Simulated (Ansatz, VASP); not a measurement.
Lu2Si3P in VASP and in Ansatz

INCAR

```
ALGO = Normal ; EDIFF = 1E-7
ENCUT = 520 ; GGA = PE
ISIF = 2 ; ISMEAR = 0
LASPH = T ; LCHARG = T
LELF = T ; LREAL = F
LVHAR = T ; LWAVE = F
NBANDS = 42 ; NELM = 100
PREC = Accurate ; SIGMA = 0.1
```

The input KPOINTS:

```
k-points
0
Gamma
  6 6 2
```

The input POSCAR:

```
Lu2Si3P
1.0
    4.0253567900      0.0000000000      0.0000000000
   -2.0126784000      3.4860612400      0.0000000000
    0.0000000000      0.0000000000      7.9180435000
Lu Si P
2 3 1
Direct
    0.3333333300      0.6666666700      0.2428220100
    0.3333333300      0.6666666700      0.7571779900
    0.6666666700      0.3333333300      0.5000000000
    0.0000000000      0.0000000000      0.0000000000
    0.0000000000      0.0000000000      0.5000000000
    0.6666666700      0.3333333300      0.0000000000
```

Input for Ansatz:

```yaml
crystal:
  lattice:
    - [4.02535679, 0.0, 0.0]
    - [-2.0126784, 3.48606124, 0.0]
    - [0.0, 0.0, 7.9180435]
  atoms:
    - { symbol: Lu, position: [0.33333333, 0.66666667, 0.24282201] }
    - { symbol: Lu, position: [0.33333333, 0.66666667, 0.75717799] }
    - { symbol: Si, position: [0.66666667, 0.33333333, 0.5] }
    - { symbol: Si, position: [0.0, 0.0, 0.0] }
    - { symbol: Si, position: [0.0, 0.0, 0.5] }
    - { symbol: P, position: [0.66666667, 0.33333333, 0.0] }
basis:
  ecutwfc: 420
kpoints:
  mp_grid: { grid: [6, 6, 2] }
hamiltonian:
  xc: pbe
scf:
  occupations: { method: gaussian, width: 0.1 }
  lower_state_search: "off"
output:
  forces: true
  stress: true
  eigenvalues: true
```

Change from the starting cell: species swapped into the Ce2Si3Ni type (P-6m2, No. 187).

Alike in both runs: task single point; functional PBE; k mesh 6 × 6 × 2; occupations gaussian, width 0.1 eV; no spin polarisation.

```csv
,VASP,Ansatz
version,VASP 6.6.1,Ansatz 0.2.0
potentials or method,"VASP PAW PBE potentials, release 64 (Lu, Si, P), cutoff 520 eV","scalar-relativistic, plane waves, PAW"
valence electrons in the cell,67,67
```

|  | VASP | Ansatz | Ansatz less VASP |
| --- | --- | --- | --- |
| gap on the k mesh at the Fermi level (eV) | none | none | - |
| pressure (GPa) | -0.8 | -0.9 | -0.08 |
| traceless stress, the component that is largest in VASP (GPa) | -5.30 | -5.40 | -0.097 |
| rms of the force components (eV/Å) | 0.090 | 0.091 | +0.0012 |

Atom by atom the forces differ by 0.001 eV/Å (rms over components). A gap of «none» marks a metal or a gap that the smearing closes. With one functional, cell and mesh, what is left measures potentials, basis and numerics.

The k mesh is coarse, so the values compare programs but aren't converged. Neither program's run includes spin-orbit coupling.
